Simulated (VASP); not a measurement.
A run of VASP 6.6.1 is set up as follows.

The input INCAR:

```
SYSTEM = Ga
PREC = Accurate ; ENCUT = 520
EDIFF = 1E-6 ; ISMEAR = -1
SIGMA = 0.15 ; LREAL = .FALSE.
LASPH = .TRUE. ; NELM = 80
ALGO = Fast ; ISIF = 2
LWAVE = .FALSE. ; LCHARG = .TRUE.
GGA = PS ; LELF = .TRUE.
LVHAR = .TRUE. ; NBANDS = 20
```

The input KPOINTS:

```
Automatic mesh
0
G
  16 16 14
  0 0 0
```

Contents of POSCAR:

```
Ga
1.0
    1.3685615647     -3.9724823776      0.0000000000
    1.3685615647      3.9724823776      0.0000000000
    0.0000000000      0.0000000000      3.3057330477
Ga
2
Direct
    0.8662816437      0.1337183563      0.2500000000
    0.1337183563      0.8662816437      0.7500000000
```

Potentials or basis: VASP PAW PBE potentials, release 64 (Ga_d).

Run with:

```sh
$ cat potpaw_PBE.64/Ga_d/POTCAR > POTCAR
$ mpirun -np 1 vasp_std > vasp.out
```

Task: Predict the band gap on the k mesh.

Result: Zero (bands 13 and 14 overlap by 8.70 eV).

Task: What does it give for the pressure?

Result: 0.1 GPa.

Caveat: the PAW data sets were made with another functional, which shifts forces and pressure a little.
